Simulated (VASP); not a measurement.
# VH (P6_3/mmc) in VASP: single point with LDA

Aim: the single point of VH with LDA.

All numbers are computed with VASP 6.6.1; they aren't measurements. Logs are shortened: lines on timing, memory, paths and dates and some standing lists are left out, and cuts for length are marked.

## 1. The cell of the first run

It takes space group P6_3/mmc (No. 194, hexagonal). The conventional cell has a = 2.736 Å, b = 2.736 Å, c = 4.936 Å, α = 90.00°, β = 90.00°, γ = 120.00°. Within 2.8 Å of V (site symmetry -3m) lie 6 H at 2.00 Å and 8 V at 2.47 to 2.74 Å. Within 2.8 Å of H (site symmetry -6m2) lie 6 V at 2.00 Å and 6 H at 2.74 Å.

## 2. Single point, LDA, collinear spin, ferromagnetic start

The input, INCAR:

```
PREC = Accurate
ENCUT = 520
EDIFF = 1E-7
ISMEAR = -1
SIGMA = 0.1
LREAL = F
LASPH = T
NELM = 150
ALGO = Normal
ISIF = 2
LWAVE = F
LCHARG = F
ISPIN = 2
MAGMOM = 1.5 1.5 0 0
LORBIT = 11
LMAXMIX = 4
GGA = CA
NBANDS = 26
```

The input, KPOINTS:

```
Automatic mesh
0
Gamma
  18 18 9
```

The input, POSCAR:

```
VH
1.0
    2.7355801000      0.0000000000      0.0000000000
   -1.3677900500      2.3690818600      0.0000000000
    0.0000000000      0.0000000000      4.9359680000
V H
2 2
Direct
    0.0000000000      0.0000000000      0.0000000000
    0.0000000000      0.0000000000      0.5000000000
    0.6666666700      0.3333333300      0.7500000000
    0.3333333300      0.6666666700      0.2500000000
```

Potentials or basis: VASP PAW LDA potentials, release 64 (V_sv, H).

Command:

```console
$ cat potpaw_LDA.64/V_sv/POTCAR potpaw_LDA.64/H/POTCAR > POTCAR
$ mpirun -np 1 vasp_std > vasp.out
```

OUTCAR:

```text
PREC = Accurate
   ENCUT = 520
   EDIFF = 1E-7
   ISMEAR = -1
   LREAL = F
   LASPH = T
   NELM = 150
   ISIF = 2
   ISPIN = 2
   LORBIT = 11
   GGA = CA

 ion  position               nearest neighbor table
   1  0.000  0.000  0.000-   2 2.47   2 2.47
   2  0.000  0.000  0.500-   1 2.47   1 2.47
   3  0.667  0.333  0.750-
   4  0.333  0.667  0.250-

  LATTYP: Found a hexagonal cell.
 ALAT       =     2.7355801000
 C/A-ratio  =     1.8043587903

  Lattice vectors:

 A1 = (   2.7355801000,   0.0000000000,   0.0000000000)
 A2 = (  -1.3677900500,   2.3690818600,   0.0000000000)
 A3 = (   0.0000000000,   0.0000000000,   4.9359680000)

Analysis of symmetry for initial positions (statically):
=====================================================================
 Subroutine PRICEL returns:
 Original cell was already a primitive cell.

 Routine SETGRP: Setting up the symmetry group for a
 hexagonal supercell.

 Subroutine GETGRP returns: Found 24 space group operations
 (whereof 12 operations were pure point group operations)
 out of a pool of 24 trial point group operations.

The static configuration has the point symmetry D_3d.
 The point group associated with its full space group is D_6h.

Analysis of symmetry for dynamics (positions and initial velocities):
=====================================================================
 Subroutine PRICEL returns:
 Original cell was already a primitive cell.

 Routine SETGRP: Setting up the symmetry group for a
 hexagonal supercell.

 Subroutine GETGRP returns: Found 24 space group operations
 (whereof 12 operations were pure point group operations)
 out of a pool of 24 trial point group operations.

The dynamic configuration has the point symmetry D_3d.
 The point group associated with its full space group is D_6h.

Analysis of structural, dynamic, and magnetic symmetry:
=====================================================================
 Subroutine PRICEL returns:
 Original cell was already a primitive cell.

 Routine SETGRP: Setting up the symmetry group for a
 hexagonal supercell.

 Subroutine GETGRP returns: Found 24 space group operations
 (whereof 12 operations were pure point group operations)
 out of a pool of 24 trial point group operations.

The overall configuration has the point symmetry D_3d.
 The point group associated with its full space group is D_6h.

 Subroutine INISYM returns: Found 24 space group operations
 (whereof 12 operations are pure point group operations),
 and found     1 'primitive' translations

----------------------------------------------------------------------------------------

                                     Primitive cell

  volume of cell :      31.9891

  direct lattice vectors                    reciprocal lattice vectors
     2.735580100  0.000000000  0.000000000     0.365553178  0.211052226  0.000000000
    -1.367790050  2.369081860  0.000000000     0.000000000  0.422104452  0.000000000
     0.000000000  0.000000000  4.935968000     0.000000000  0.000000000  0.202594506

  length of vectors
     2.735580100  2.735580099  4.935968000     0.422104452  0.422104452  0.202594506

  position of ions in fractional coordinates (direct lattice)
     0.000000000  0.000000000  0.000000000
     0.000000000  0.000000000  0.500000000
     0.666666670  0.333333330  0.750000000
     0.333333330  0.666666670  0.250000000

  ion indices of the primitive-cell ions
   primitive index   ion index
                 1           1
                 2           2
                 3           3
                 4           4

----------------------------------------------------------------------------------------

 KPOINTS: Automatic mesh

Automatic generation of k-mesh.
 Grid dimensions read from file:
 generate k-points for:   18   18    9

 Generating k-lattice:

  Cartesian coordinates                     Fractional coordinates (reciprocal lattice)
     0.020308510  0.011725124  0.000000000     0.055555556  0.000000000  0.000000000
     0.000000000  0.023450247  0.000000000     0.000000000  0.055555556  0.000000000
     0.000000000  0.000000000  0.022510501     0.000000000  0.000000000  0.111111111

  Length of vectors
     0.023450247  0.023450247  0.022510501

  Shift w.r.t. Gamma in fractional coordinates (k-lattice)
     0.000000000  0.000000000  0.000000000

 Subroutine IBZKPT returns following result:
 ===========================================

 Found    185 irreducible k-points:

 Following reciprocal coordinates:
            Coordinates               Weight
  0.000000  0.000000  0.000000      1.000000
  0.055556 -0.000000  0.000000      6.000000
  0.111111 -0.000000  0.000000      6.000000
  0.166667 -0.000000  0.000000      6.000000
  0.222222 -0.000000  0.000000      6.000000
  0.277778 -0.000000  0.000000      6.000000
[... 16 lines left out ...]
  0.333333  0.111111  0.000000     12.000000
  0.388889  0.111111  0.000000     12.000000
 [... further k-points ...]
   k-points           NKPTS =    185   k-points in BZ     NKDIM =    185   number of bands    NBANDS=     26
   number of dos      NEDOS =    301   number of ions     NIONS =      4
   total plane-waves  NPLWV =  16000
   dimension x,y,z NGX =    20 NGY =   20 NGZ =   40
   dimension x,y,z NGXF=    40 NGYF=   40 NGZF=   80
   ions per type =               2   2
   NGX,Y,Z   is equivalent  to a cutoff of  12.15, 12.15, 13.47 a.u.
   NGXF,Y,Z  is equivalent  to a cutoff of  24.31, 24.31, 26.94 a.u.
 SYSTEM =  unknown system
   PREC   = accura    normal or accurate (medium, high low for compatibility)
   ISTART =      0    job   : 0-new  1-cont  2-samecut
   ICHARG =      2    charge: 1-file 2-atom 10-const
   ISPIN  =      2    spin polarized calculation?
   LNONCOLLINEAR =      F non collinear calculations
   LSORBIT =      F    spin-orbit coupling
   LASPH  =      T    aspherical Exc in radial PAW
   ENCUT  =  520.0 eV  38.22 Ry    6.18 a.u.   5.09  5.09  9.18*2*pi/ulx,y,z
   NELM   =    150;   NELMIN=  2; NELMDL= -5     # of ELM steps
   EDIFF  = 0.1E-06   stopping-criterion for ELM
   LREAL  =      F    real-space projection
   EDIFFG = 0.1E-05   stopping-criterion for IOM
   NSW    =      0    number of steps for IOM
   IBRION =     -1    ionic relax: 0-MD 1-quasi-New 2-CG
   NFREE  =      0    steps in history (QN), initial steepest desc. (CG)
   ISIF   =      2    stress and relaxation
   ISYM   =      2    0-nonsym 1-usesym 2-fastsym
   POTIM  = 0.5000    time-step for ionic-motion
   TEBEG  =    0.0;   TEEND  =   0.0 temperature during run
   PSTRESS=    0.0 pullay stress
   NELECT =      28.0000    total number of electrons
   NUPDOWN=      -1.0000    fix difference up-down
   EMIN   =  10.00;   EMAX   =-10.00  energy-range for DOS
   EFERMI =   0.00;   METHOD = LEGACY
   ISMEAR =    -1;   SIGMA  =   0.10  broadening in eV -4-tet -1-fermi 0-gaus
   EFERMI_NEDOS =   21; number of points for ismear=-14 and -15
   IALGO  =     38    algorithm
   IMIX   =      4    mixing-type and parameters
     AMIX     =   0.40;   BMIX     =  1.00
     AMIX_MAG =   1.60;   BMIX_MAG =  1.00
  volume/ion in A,a.u.               =       8.00        53.97
  Fermi-wavevector in a.u.,A,eV,Ry     =   1.566007  2.959323 33.366606  2.452376
  Thomas-Fermi vector in A             =   2.668398
   LORBIT       =     11    0 simple, 1 ext, 2 COOP (PROOUT), +10 PAW based schemes
   GGA     = CA    functional components
   LHFCALC =     F    Hartree Fock is set to
   AEXX    =    0.0000 exact exchange contribution
   IVDW    =     0    specifies the selected vdW correction
   LEPSILON=     F    determine dielectric tensor
   LRPA    =     F    only Hartree local field effects (RPA)
 spin polarized calculation
  energy-cutoff  :      520.00
  volume of cell :       31.99
 maximum number of plane-waves:       882
   NGX = 11   NGY = 11   NGZ = 19

 number of electron      27.9999999 magnetization      -0.0045388

 number of electron      27.9999999 magnetization       0.0000631

 Free energy of the ion-electron system (eV)
  ---------------------------------------------------
  ext. energy  EPLUGINS =         0.00000000
  ---------------------------------------------------
  free energy    TOTEN  =       -26.76182765 eV

  energy without entropy =      -26.66782577  energy(sigma->0) =      -26.71482671

 E-fermi :   9.3854     XC(G=0): -12.9068

 val. band max:        9.3847592037   @ k =   0.1111   0.0556   0.0000
 cond. band min:       9.3879636160   @ k =   0.3333   0.1111   0.4444
 fundamental gap:      0.0032044123
 Fermi energy:         9.3853879823

 spin component 1

 k-point     1 :       0.0000    0.0000    0.0000
  band No.  band energies     occupation
      1     -54.1289      1.00000
      2     -53.9664      1.00000
      3     -28.9167      1.00000
      4     -28.0678      1.00000
      5     -28.0678      1.00000
      6     -27.9686      1.00000
[... 18 lines left out ...]
     25      27.7913      0.00000
     26      27.7913      0.00000
[... 644 lines left out ...]
      4     -28.6544      1.00000
      5     -28.4928      1.00000
      6     -28.2512      1.00000
[... 18 lines left out ...]
     25      21.8500      0.00000
     26      22.8908      0.00000

 [... further k-points ...]

 spin component 2

 k-point     1 :       0.0000    0.0000    0.0000
  band No.  band energies     occupation
      1     -54.1289      1.00000
      2     -53.9664      1.00000
      3     -28.9167      1.00000
      4     -28.0677      1.00000
      5     -28.0677      1.00000
      6     -27.9686      1.00000
[... 18 lines left out ...]
     25      27.7914      0.00000
     26      27.7914      0.00000
[... 644 lines left out ...]
      4     -28.6544      1.00000
      5     -28.4928      1.00000
      6     -28.2512      1.00000
[... 18 lines left out ...]
     25      21.8500      0.00000
     26      22.8908      0.00000

 [... further k-points ...]

------------------------ aborting loop because EDIFF is reached ----------------------------------------

  FORCE on cell =-STRESS in cart. coord.  units (eV):
  Direction    XX          YY          ZZ          XY          YZ          ZX
  --------------------------------------------------------------------------------------
  -------------------------------------------------------------------------------------
  Total       -2.0452740     -2.0452740     -2.5946063      0.0000000      0.0000000      0.0000000
  in kB     -102.4377973   -102.4377973   -129.9511738      0.0000000      0.0000000      0.0000000
  external PRESSURE =    -111.6089228 kB  Pullay stress =       0.0000000 kB

 VOLUME and BASIS-vectors are now :
 -----------------------------------------------------------------------------
  energy-cutoff  :      520.00
  volume of cell :       31.99
      direct lattice vectors                 reciprocal lattice vectors
     2.735580100  0.000000000  0.000000000     0.365553178  0.211052226  0.000000000
    -1.367790050  2.369081860  0.000000000     0.000000000  0.422104452  0.000000000
     0.000000000  0.000000000  4.935968000     0.000000000  0.000000000  0.202594506

 POSITION                                       TOTAL-FORCE (eV/Angst)
 -----------------------------------------------------------------------------------
      0.00000      0.00000      0.00000         0.000000      0.000000      0.000000
      0.00000      0.00000      2.46798         0.000000      0.000000      0.000000
      1.36779      0.78969      3.70198        -0.000000     -0.000000     -0.000000
     -0.00000      1.57939      1.23399         0.000000      0.000000     -0.000000
 -----------------------------------------------------------------------------------
    total drift:                               -0.000000      0.000000     -0.000000

  FREE ENERGIE OF THE ION-ELECTRON SYSTEM (eV)
  ---------------------------------------------------
  free  energy   TOTEN  =       -26.7618276479 eV

  energy  without entropy=      -26.6678257681  energy(sigma->0) =      -26.71482671

 total charge

# of ion       s       p       d       tot
------------------------------------------
    1        2.282   6.182   3.265  11.729
    2        2.282   6.182   3.265  11.729
    3        0.516   0.027   0.000   0.543
    4        0.516   0.027   0.000   0.543
--------------------------------------------------
tot          5.597  12.418   6.530  24.545

 magnetization (x)

# of ion       s       p       d       tot
------------------------------------------
    1        0.000   0.000   0.000   0.000
    2        0.000   0.000   0.000   0.000
    3        0.000   0.000   0.000   0.000
    4        0.000   0.000   0.000   0.000
--------------------------------------------------
tot          0.000   0.000   0.000   0.000
```

Wall time 3.9 min (1 thread of Intel Xeon Platinum 8488C (Sapphire Rapids), shared host); peak memory 0.3 GiB.

What came out:

```yaml
Free_energy: -26.7618 eV
Pressure: -11.2 GPa
Band_gap_on_the_k_mesh: zero (filled and empty bands overlap)
Net_moment: 0.00 μB per cell
Valence_electrons_inside_the_program's_atomic_spheres: V 11.73; H 0.54
```

Caveat: the cell stands under tension; the moments typed at the start vanished in this run.
